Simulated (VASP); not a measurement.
A run of VASP 6.6.1 is set up as follows.

Contents of INCAR:

```
SYSTEM = ZrTa2C2
ALGO = Normal ; EDIFF = 1E-7
EDIFFG = -0.04 ; ENCUT = 600
GGA = PE ; IBRION = 2
ISIF = 3 ; ISMEAR = 0
LASPH = .True. ; LCHARG = .False.
LREAL = .False. ; LWAVE = .False.
NELM = 80 ; NSW = 90
PREC = Accurate ; SIGMA = 0.1
```

The input KPOINTS:

```
k-points
0
Gamma
  4 4 4
  0 0 0
```

The input POSCAR:

```
ZrTa2C2
1.0
    4.0785567600      0.0000000000      0.0000000000
    0.0000000000      4.0785567600      0.0000000000
    0.0000000000      0.0000000000      5.5542444000
Zr Ta C
1 2 2
Direct
    0.0000000000      0.0000000000      0.2309023100
    0.5000000000      0.0000000000      0.8242904800
    0.0000000000      0.5000000000      0.8242904800
    0.0000000000      0.0000000000      0.8383164300
    0.0000000000      0.0000000000      0.6159742600
```

Potentials or basis: VASP PAW PBE potentials, release 64 (Zr_sv, Ta_pv, C).

The run is started by

```sh
$ cat potpaw_PBE.64/Zr_sv/POTCAR potpaw_PBE.64/Ta_pv/POTCAR potpaw_PBE.64/C/POTCAR > POTCAR
$ mpirun -np 1 vasp_std > vasp.out
```

(1) What does it give for the band gap on the k mesh?

(2) Estimate the relaxed volume.

(3) What does it give for the space group after relaxing (to 0.05 Å)?

Results:

(1) zero (band 21 reaches 4.53 eV, above the bottom of band 22 at 4.31 eV).

(2) 19.37 Å³/atom.

(3) P4/mmm (No. 123).

Caveat: the k points lie up to 0.38 Å⁻¹ apart in the final cell; spin-orbit coupling is left out, which moves the levels of the heavy elements.
